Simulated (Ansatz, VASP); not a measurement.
# CoO in VASP and in Ansatz

```xyz
2
Lattice="0.0000 2.1315 2.1315 2.1315 0.0000 2.1315 2.1315 2.1315 0.0000" Properties=species:S:1:pos:R:3 pbc="T T T"
Co    0.0000    0.0000    0.0000
O     2.1315    2.1315    2.1315
```

Alike in both runs: task single point; functional PBE; k mesh 10 × 10 × 10; occupations fermi-dirac, width 0.1 eV; collinear spin.

|  | VASP | Ansatz |
| --- | --- | --- |
| version | VASP 6.6.1 | Ansatz 0.2.0 |
| potentials or method | VASP PAW PBE potentials, release 64 (Co, O), cutoff 600 eV | plane waves, PAW |
| valence electrons in the cell | 15 | 23 |

|  | VASP | Ansatz | Ansatz less VASP |
| --- | --- | --- | --- |
| net moment per atom (μB) | 1.43 | 1.44 | +0.014 |
| size of the moment on the site where the two differ most (μB) | 2.52 | 2.46 | -0.063 |

Site moments also hang on the region over which each program counts them. VASP's potentials hold 15 valence electrons a cell and Ansatz's 23, so a difference there can come from the potentials and not from the codes.
